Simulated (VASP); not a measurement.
Here is a VASP 6.6.1 calculation.

File POSCAR:

```
NaLiCl2
1.0
    1.8915979422      1.0921145811      6.2476405605
   -1.8915979422      1.0921145811      6.2476405605
    0.0000000000     -2.1842291623      6.2476405605
Li Na Cl
1 1 2
Direct
    1.0000000000      0.0000000000      0.0000000000
    0.5000000000      0.5000000000      0.5000000000
    0.2566860797      0.2566860797      0.2566860797
    0.7433139203      0.7433139203      0.7433139203
```

The input INCAR.step1:

```
ALGO = Normal
EDIFF = 1E-4
ENCUT = 520
GGA = PE
ISMEAR = 0
LASPH = T
LCHARG = F
LREAL = F
LWAVE = T
NBANDS = 20
NELM = 60
PREC = Accurate
SIGMA = 0.01
```

INCAR.step2

```
ALGO = Normal
EDIFF = 1E-6
ENCUT = 520
ISIF = 2
ISMEAR = 0
ISTART = 1
LASPH = T
LCHARG = T
LELF = T
LMIXTAU = T
LREAL = F
LVHAR = T
LWAVE = F
METAGGA = R2SCAN
NBANDS = 20
NELM = 60
PREC = Accurate
SIGMA = 0.01
```

File KPOINTS:

```
k-points
0
Gamma
  4 4 4
```

Potentials or basis: VASP PAW PBE potentials, release 64 (Li_sv, Na_pv, Cl).

Run with:

```sh
$ cat potpaw_PBE.64/Li_sv/POTCAR potpaw_PBE.64/Na_pv/POTCAR potpaw_PBE.64/Cl/POTCAR > POTCAR
$ cp INCAR.step1 INCAR
$ mpirun -np 1 vasp_std > vasp.out
$ cp INCAR.step2 INCAR
$ mpirun -np 1 vasp_std > vasp.out
```

Question: Estimate the largest force.

Answer: 0.010 eV/Å.

Question: Predict the band gap on the k mesh.

Answer: 6.47 eV.

Forces in eV/Å, atoms in the order of the input:
```
Li   0.000  0.000  0.000
Na   0.000  0.000  0.000
Cl   0.000  0.000  0.010
Cl   0.000  0.000 -0.010
```

Caveat: the k points lie up to 0.49 Å⁻¹ apart; the PAW data sets were made with another functional, which shifts forces and pressure a little. A k mesh can miss the band edges.
